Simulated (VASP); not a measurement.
# BaTiHO3 (a cell with a defect) in VASP: single point with PBE

Aim: the single point of BaTiHO3 (a cell with a defect) with PBE.

Everything below comes from runs of VASP 6.6.1. Logs are shortened: lines on timing, memory, paths and dates and some standing lists are left out, and cuts for length are marked.

## Step 1: The cell of the first run

The cell holds a defect, 6 atoms: a = 4.000 Å, b = 4.000 Å, c = 4.018 Å, α = 90.00°, β = 90.00°, γ = 90.00°.

## Step 2: Single point, PBE

File INCAR:

```
PREC = Accurate
ENCUT = 520
EDIFF = 1E-6
ISMEAR = -1
SIGMA = 0.1
LREAL = False
LASPH = True
NELM = 120
ALGO = Normal
ISIF = 2
LWAVE = False
LCHARG = True
GGA = PE
LELF = True
LVHAR = True
NBANDS = 30
GGA_COMPAT = False
```

File KPOINTS:

```
regular mesh
0
Gamma
  4 4 4
```

File POSCAR:

```
BaTiHO3
1.0
    3.9998000000      0.0000000000      0.0000000000
    0.0000000000      3.9998000000      0.0000000000
    0.0000000000      0.0000000000      4.0180000000
Ba Ti O H
1 1 3 1
Direct
    0.0000000000      0.0000000000      0.0000000000
    0.5000000000      0.5000000000      0.4900000000
    0.5000000000      0.5000000000      0.0190000000
    0.5000000000      0.0000000000      0.5170000000
    0.0000000000      0.5000000000      0.5170000000
   -0.1981226561     -0.1979068953      0.5034320557
```

Potentials or basis: VASP PAW PBE potentials, release 64 (Ba_sv, Ti_sv, O, H).

Run with:

```bash
> cat potpaw_PBE.64/Ba_sv/POTCAR potpaw_PBE.64/Ti_sv/POTCAR potpaw_PBE.64/O/POTCAR potpaw_PBE.64/H/POTCAR > POTCAR
> mpirun -np 1 vasp_std > vasp.out
```

OUTCAR:

```text
PREC = Accurate
   ENCUT = 520
   EDIFF = 1E-6
   ISMEAR = -1
   LREAL = False
   LASPH = True
   NELM = 120
   ISIF = 2
   GGA = PE

 ion  position               nearest neighbor table
   1  0.000  0.000  0.000-   6 2.29   6 2.31   5 2.79   4 2.79   5 2.79   4 2.79   3 2.83   3 2.83
                             3 2.83   3 2.83   4 2.88   5 2.88   5 2.88   4 2.88   2 3.45   2 3.45
   2  0.500  0.500  0.490-   6 1.71   3 1.89   5 2.00   4 2.00   4 2.00   5 2.00   3 2.13   1 3.45
                             1 3.45   1 3.45   1 3.45   1 3.49   1 3.49   1 3.49   1 3.49
   3  0.500  0.500  0.019-   2 1.89   2 2.13   1 2.83   1 2.83   1 2.83   1 2.83
   4  0.500  0.000  0.517-   2 2.00   2 2.00   1 2.79   1 2.79   1 2.88   1 2.88
   5  0.000  0.500  0.517-   2 2.00   2 2.00   1 2.79   1 2.79   1 2.88   1 2.88
   6  0.802  0.802  0.503-   2 1.71   1 2.29   1 2.31

  LATTYP: Found a simple tetragonal cell.
 ALAT       =     3.9998000000
 C/A-ratio  =     1.0045502275

  Lattice vectors:

 A1 = (   3.9998000000,   0.0000000000,   0.0000000000)
 A2 = (   0.0000000000,   3.9998000000,   0.0000000000)
 A3 = (   0.0000000000,   0.0000000000,   4.0180000000)

Analysis of symmetry for initial positions (statically):
=====================================================================
 Subroutine PRICEL returns:
 Original cell was already a primitive cell.

 Routine SETGRP: Setting up the symmetry group for a
 simple tetragonal supercell.

 Subroutine GETGRP returns: Found  1 space group operations
 (whereof  1 operations were pure point group operations)
 out of a pool of 16 trial point group operations.

The static configuration has the point symmetry C_1 .

Analysis of symmetry for dynamics (positions and initial velocities):
=====================================================================
 Subroutine PRICEL returns:
 Original cell was already a primitive cell.

 Routine SETGRP: Setting up the symmetry group for a
 simple tetragonal supercell.

 Subroutine GETGRP returns: Found  1 space group operations
 (whereof  1 operations were pure point group operations)
 out of a pool of 16 trial point group operations.

The dynamic configuration has the point symmetry C_1 .

 Subroutine INISYM returns: Found  1 space group operations
 (whereof  1 operations are pure point group operations),
 and found     1 'primitive' translations

----------------------------------------------------------------------------------------

                                     Primitive cell

  volume of cell :      64.2816

[... 95 lines left out ...]
   NELM   =    120;   NELMIN=  2; NELMDL= -5     # of ELM steps
   EDIFF  = 0.1E-05   stopping-criterion for ELM
   LREAL  =      F    real-space projection
   EDIFFG = 0.1E-04   stopping-criterion for IOM
   NSW    =      0    number of steps for IOM
   IBRION =     -1    ionic relax: 0-MD 1-quasi-New 2-CG
   NFREE  =      0    steps in history (QN), initial steepest desc. (CG)
   ISIF   =      2    stress and relaxation
   ISYM   =      2    0-nonsym 1-usesym 2-fastsym
   POTIM  = 0.5000    time-step for ionic-motion
   TEBEG  =    0.0;   TEEND  =   0.0 temperature during run
   PSTRESS=    0.0 pullay stress
   NELECT =      41.0000    total number of electrons
   NUPDOWN=      -1.0000    fix difference up-down
   EMIN   =  10.00;   EMAX   =-10.00  energy-range for DOS
   EFERMI =   0.00;   METHOD = LEGACY
   ISMEAR =    -1;   SIGMA  =   0.10  broadening in eV -4-tet -1-fermi 0-gaus
   EFERMI_NEDOS =   21; number of points for ismear=-14 and -15
   IALGO  =     38    algorithm
   IMIX   =      4    mixing-type and parameters
     AMIX     =   0.40;   BMIX     =  1.00
     AMIX_MAG =   1.60;   BMIX_MAG =  1.00
  volume/ion in A,a.u.               =      10.71        72.30
  Fermi-wavevector in a.u.,A,eV,Ry     =   1.409204  2.663010 27.019221  1.985857
  Thomas-Fermi vector in A             =   2.531284
   LORBIT       =      0    0 simple, 1 ext, 2 COOP (PROOUT), +10 PAW based schemes
   GGA     = PE    functional components
   LHFCALC =     F    Hartree Fock is set to
   AEXX    =    0.0000 exact exchange contribution
   IVDW    =     0    specifies the selected vdW correction
   LEPSILON=     F    determine dielectric tensor
   LRPA    =     F    only Hartree local field effects (RPA)
 non-spin polarized calculation
  energy-cutoff  :      520.00
  volume of cell :       64.28
 maximum number of plane-waves:      1755
 NGX is ok and might be reduce to    30
   NGX = 15   NGY = 15   NGZ = 15

 number of electron      40.9999978 magnetization

 Free energy of the ion-electron system (eV)
  ---------------------------------------------------
  ext. energy  EPLUGINS =         0.00000000
  ---------------------------------------------------
  free energy    TOTEN  =       -40.51887743 eV

  energy without entropy =      -40.48325745  energy(sigma->0) =      -40.50106744

 E-fermi :   7.1716     XC(G=0): -11.4379

 val. band max:        7.1104405890   @ k =   0.0000   0.5000   0.0000
 cond. band min:       7.1819354816   @ k =   0.2500   0.2500   0.5000
 fundamental gap:      0.0714948926
 Fermi energy:         7.1716145761

 k-point     1 :       0.0000    0.0000    0.0000
  band No.  band energies     occupation
      1     -51.0545      2.00000
      2     -27.4707      2.00000
      3     -27.3858      2.00000
      4     -27.3009      2.00000
      5     -20.9681      2.00000
      6     -13.5077      2.00000
[... 781 lines left out ...]
     29      12.4921      0.00000
     30      13.4035      0.00000

 [... further k-points ...]
[... 5 lines left out ...]
  --------------------------------------------------------------------------------------
  -------------------------------------------------------------------------------------
  Total        5.7845161      5.7910690      6.8459208      1.8619884      0.2023216      0.2025317
  in kB      144.1753898    144.3387167    170.6302281     46.4088792      5.0427373      5.0479748
  external PRESSURE =     153.0481115 kB  Pullay stress =       0.0000000 kB

 VOLUME and BASIS-vectors are now :
 -----------------------------------------------------------------------------
  energy-cutoff  :      520.00
  volume of cell :       64.28
      direct lattice vectors                 reciprocal lattice vectors
     3.999800000  0.000000000  0.000000000     0.250012501  0.000000000  0.000000000
     0.000000000  3.999800000  0.000000000     0.000000000  0.250012501  0.000000000
     0.000000000  0.000000000  4.018000000     0.000000000  0.000000000  0.248880040

 POSITION                                       TOTAL-FORCE (eV/Angst)
 -----------------------------------------------------------------------------------
      0.00000      0.00000      0.00000         0.709294      0.708520      0.257824
      1.99990      1.99990      1.96882        -1.415926     -1.417524      0.633544
      1.99990      1.99990      0.07634         0.027285      0.027288     -0.428992
      1.99990      0.00000      2.07731         0.525217      0.190168     -0.229941
      0.00000      1.99990      2.07731         0.190779      0.522618     -0.229794
      3.20735      3.20821      2.02279        -0.036649     -0.031070     -0.002642
 -----------------------------------------------------------------------------------
    total drift:                               -0.000021      0.000016      0.000200

  FREE ENERGIE OF THE ION-ELECTRON SYSTEM (eV)
  ---------------------------------------------------
  free  energy   TOTEN  =       -40.5188774329 eV

  energy  without entropy=      -40.4832574548  energy(sigma->0) =      -40.50106744
```

OSZICAR:

```text
N       E                     dE             d eps       ncg     rms          rms(c)
DAV:   1     0.432815662593E+03    0.43282E+03   -0.20981E+04  2160   0.147E+03
DAV:   2    -0.367603007069E+01   -0.43649E+03   -0.41392E+03  2370   0.413E+02
DAV:   3    -0.471443754888E+02   -0.43468E+02   -0.42654E+02  3118   0.127E+02
DAV:   4    -0.491720491765E+02   -0.20277E+01   -0.20142E+01  2974   0.234E+01
DAV:   5    -0.492365247337E+02   -0.64476E-01   -0.64421E-01  2798   0.354E+00    0.232E+01
DAV:   6    -0.412813447668E+02    0.79552E+01   -0.53747E+01  3056   0.623E+01    0.108E+01
DAV:   7    -0.406203598613E+02    0.66098E+00   -0.10669E+01  2768   0.269E+01    0.773E+00
DAV:   8    -0.405166497854E+02    0.10371E+00   -0.60020E-01  2574   0.624E+00    0.373E+00
DAV:   9    -0.405299712222E+02   -0.13321E-01   -0.19146E-01  3200   0.333E+00    0.104E+00
DAV:  10    -0.405189167977E+02    0.11054E-01   -0.62936E-02  2586   0.219E+00    0.243E-01
DAV:  11    -0.405189159796E+02    0.81808E-06   -0.39910E-03  2890   0.404E-01    0.831E-02
DAV:  12    -0.405188586315E+02    0.57348E-04   -0.51938E-04  3192   0.158E-01    0.224E-02
DAV:  13    -0.405188712923E+02   -0.12661E-04   -0.40834E-05  2510   0.491E-02    0.106E-02
DAV:  14    -0.405188772972E+02   -0.60049E-05   -0.10578E-05  2876   0.217E-02    0.574E-03
DAV:  15    -0.405188774329E+02   -0.13568E-06   -0.84427E-07  1642   0.723E-03
   1 F= -.40518877E+02 E0= -.40501067E+02  d E =-.356200E-01
```

stdout:

```text
POSCAR found type information on POSCAR BaTiO H
 POSCAR found :  4 types and       6 ions
 scaLAPACK will be used
 LDA part: xc-table for (Slater+PW92), standard interpolation
 POSCAR, INCAR and KPOINTS ok, starting setup
 FFT: planning ... GRIDC
 FFT: planning ... GRID_SOFT
 FFT: planning ... GRID
 WAVECAR not read
 entering main loop
```

Run time: 81 s. Hardware: 1 thread of Intel Xeon Platinum 8259CL at 2.50GHz (Skylake/Cascade Lake), shared host; peak memory 0.22 GiB.

What came out:

- Free energy: -40.5189 eV
- Pressure: 15.3 GPa
- Largest force: 2.101 eV/Å

Forces on the atoms (eV/Å):
```
Ba   0.709  0.709  0.258
Ti  -1.416 -1.418  0.634
O    0.027  0.027 -0.429
O    0.525  0.190 -0.230
O    0.191  0.523 -0.230
H   -0.037 -0.031 -0.003
```

Levels at points of the mesh, in eV from the Fermi level:
```
           k point  band 17  band 18  band 19  band 20  band 21  band 22  band 23  band 24
(0.00, 0.00, 0.00)    -4.60    -3.56    -3.44    -3.35    -1.55    -0.41    -0.20     0.30
(0.50, 0.00, 0.00)    -5.15    -4.79    -4.01    -3.72    -0.06     0.83     1.29     1.90
(0.00, 0.50, 0.00)    -5.15    -4.79    -4.01    -3.72    -0.06     0.83     1.29     1.90
(0.50, 0.50, 0.00)    -4.34    -4.06    -3.73    -3.70     1.28     1.35     1.52     2.43
(0.00, 0.00, 0.50)    -4.77    -4.66    -4.44    -4.14    -1.14     1.38     1.49     2.08
(0.50, 0.00, 0.50)    -5.41    -4.74    -4.35    -3.26     0.86     1.46     1.80     2.25
(0.00, 0.50, 0.50)    -5.41    -4.74    -4.35    -3.26     0.86     1.46     1.80     2.25
(0.50, 0.50, 0.50)    -5.42    -3.98    -3.16    -3.15     0.95     1.82     2.02     2.08
```

Caveat: the k points lie up to 0.39 Å⁻¹ apart; spin-orbit coupling is left out, which moves the levels of the heavy elements; an odd number of electrons without spin polarisation forces a metal; a magnetic or distorted state may lie lower; semilocal functionals often make such compounds metallic where correlation or magnetic order opens a gap, which also shifts bond lengths.
